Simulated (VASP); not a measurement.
InP:

```
CELL_PARAMETERS angstrom
0.00000 2.85500 2.85500
2.85500 0.00000 2.85500
2.85500 2.85500 0.00000
ATOMIC_POSITIONS crystal
In 0.00000 0.00000 0.00000
P 0.50000 0.50000 0.50000
```

Base run:

| Property | Result |
| --- | --- |
| Program | VASP 6.6.1 |
| Functional | PBEsol |
| Potentials or basis | VASP PAW PBE potentials, release 64 (In_d, P) |
| Cutoff | 520 eV |
| k mesh | 11 × 11 × 11 |
| Occupations | fermi-dirac, width 0.03 eV |
| Spin | no spin polarisation |

Its results: band gap on the k mesh zero (band 9 reaches 6.15 eV, above the bottom of band 10 at 3.82 eV); pressure -8.2 GPa.

Problem. The run is repeated on the same cell with these changes: functional from PBEsol to PBE. What comes out?

Solution. Band gap on the k mesh zero (band 9 reaches 6.24 eV, above the bottom of band 10 at 3.95 eV); pressure -5.4 GPa.

PBE binds less tightly than PBEsol, so the same cell stands under more pressure.

Caveats: spin-orbit coupling is left out, which moves the levels of the heavy elements; the PAW data sets were made with another functional, which shifts forces and pressure a little (some runs).
